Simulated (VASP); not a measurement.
Crystal: V3NiMo.

```
V Ni Mo
1.0
     3.91191    0.00000    0.00000
     0.00000    3.91191    0.00000
     0.00000    0.00000    3.91191
V Ni Mo
3 1 1
Cartesian
  0.0000 1.9560 1.9560
  1.9560 0.0000 1.9560
  1.9560 1.9560 0.0000
  0.0000 0.0000 0.0000
  1.9560 1.9560 1.9560
```

```yaml
Program: VASP 6.6.1
Task: relaxation of cell and atoms
Functional: PBE
Potentials_or_basis: VASP PAW PBE potentials, release 64 (V_sv, Ni, Mo_sv)
Cutoff: 600 eV
k_mesh: 4 × 4 × 4
Occupations: gaussian, width 0.1 eV
Spin: no spin polarisation
```

At the start: pressure 101.6 GPa; volume 11.97 Å³/atom.

Q: Where does the relaxation end?

A: Over 16 steps the energy falls by 1265.4 meV/atom and the volume is 17.65 Å³/atom (+47.5 %); space group Pm-3m (No. 221, to 0.05 Å).

The path:
| step | energy change (eV) | largest force (eV/Å) | pressure (GPa) | volume (Å³) |
| --- | --- | --- | --- | --- |
| 1 | 0.0000 | 0.0000 | 101.61 | 59.86 |
| 2 | 56.5504 | 0.0000 | 0.69 | 152.69 |
| 3 | 0.1265 | 0.0000 | -20.26 | 154.85 |
| 4 | 370.3141 | 0.0000 | 89.60 | 82.43 |
| 5 | 76.2950 | 0.0000 | 3.69 | 130.06 |
| 6 | 43.1771 | 0.0000 | -12.50 | 133.19 |
| 7 | -2.1494 | 0.0000 | -18.66 | 130.75 |
| 8 | 46.6003 | 0.0000 | 48.98 | 95.83 |
| 9 | -1.8300 | 0.0000 | -12.67 | 118.00 |
| 10 | -4.4964 | 0.0000 | -14.98 | 112.36 |
| 11 | -5.6197 | 0.0000 | -12.39 | 103.88 |
| 12 | -5.9088 | 0.0000 | -10.36 | 99.80 |
| 13 | -6.0287 | 0.0000 | -8.91 | 97.81 |
| 14 | -6.0819 | 0.0000 | -8.24 | 96.82 |
| 15 | -6.2914 | 0.0000 | -3.51 | 91.23 |
| 16 | -6.3272 | 0.0000 | -0.29 | 88.27 |

Final structure:
```yaml
crystal:
  lattice:
    - [4.45254, 0.00000, 0.00000]
    - [0.00000, 4.45254, 0.00000]
    - [0.00000, 0.00000, 4.45254]
  atoms:
    - { symbol: V, position: [0.00000, 0.50000, 0.50000] }
    - { symbol: V, position: [0.50000, 0.00000, 0.50000] }
    - { symbol: V, position: [0.50000, 0.50000, 0.00000] }
    - { symbol: Ni, position: [0.00000, 0.00000, 0.00000] }
    - { symbol: Mo, position: [0.50000, 0.50000, 0.50000] }
```

Caveat: the k points lie up to 0.35 Å⁻¹ apart in the final cell; the volume moved by over 15 % at a fixed basis, so the end points are rough.
